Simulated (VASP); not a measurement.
Wanted: the native input for a VASP 6.6.1 run.

```
Task                   : relaxation of cell and atoms
Functional             : r2SCAN
Potentials or basis    : VASP PAW PBE potentials, release 64 (Ga_d, Sb)
Cutoff                 : 600 eV
k mesh                 : 6 × 6 × 6
Occupations            : fermi-dirac, width 0.02 eV
Spin                   : no spin polarisation
Dipole correction      : no
Further INCAR settings : ALGO = Normal; EDIFF = 1e-07; IBRION = 2; EDIFFG = -0.005; NSW = 80; ISIF = 3
```

Crystal: GaSb.

```xyz
2
Lattice="0.0000 3.1091 3.1091 3.1091 0.0000 3.1091 3.1091 3.1091 0.0000" Properties=species:S:1:pos:R:3 pbc="T T T"
Ga    0.0000    0.0000    0.0000
Sb    1.5545    1.5545    1.5545
```

These files were run (other wordings do the same):

POSCAR

```
GaSb
1.0
    0.0000000000      3.1090643546      3.1090643546
    3.1090643546      0.0000000000      3.1090643546
    3.1090643546      3.1090643546      0.0000000000
Ga Sb
1 1
Direct
    0.0000000000      0.0000000000      0.0000000000
    0.2500000000      0.2500000000      0.2500000000
```

INCAR.step1

```
PREC = Accurate
ENCUT = 600
ISMEAR = -1
SIGMA = 0.02
LREAL = False
LASPH = True
NELM = 100
GGA = PE
ALGO = Normal
EDIFF = 1E-4
LWAVE = True
LCHARG = False
```

INCAR.step2

```
PREC = Accurate
ENCUT = 600
EDIFF = 1E-7
ISMEAR = -1
SIGMA = 0.02
LREAL = False
LASPH = True
NELM = 100
ALGO = Normal
ISIF = 3
LWAVE = False
LCHARG = False
METAGGA = R2SCAN
LMIXTAU = True
IBRION = 2
NSW = 80
EDIFFG = -0.005
ISTART = 1
```

KPOINTS

```
regular mesh
0
Gamma
  6 6 6
```

Potentials or basis: VASP PAW PBE potentials, release 64 (Ga_d, Sb).

Launch:

```sh
$ cat potpaw_PBE.64/Ga_d/POTCAR potpaw_PBE.64/Sb/POTCAR > POTCAR
$ cp INCAR.step1 INCAR
$ mpirun -np 1 vasp_std > vasp.out
$ cp INCAR.step2 INCAR
$ mpirun -np 1 vasp_std > vasp.out
```

It gave:

- Relaxed volume: 28.85 Å³/atom
- Relaxed cell: a = 4.338 Å, b = 4.338 Å, c = 4.338 Å, α = 60.00°, β = 60.00°, γ = 60.00°
- Space group after relaxing (to 0.05 Å): F-43m (No. 216)
- Energy gained by relaxing: 8.0 meV/atom
- Ionic steps: 4
- Pressure after relaxing: 0.0 GPa
- Band gap on the k mesh: 0.39 eV, direct

Caveat: the PAW data sets were made with another functional, which shifts forces and pressure a little; spin-orbit coupling is left out, which moves the levels of the heavy elements.

Run time: 3.1 min on 1 thread of Intel Xeon 6975P-C, on a shared host, peak memory 0.23 GiB.
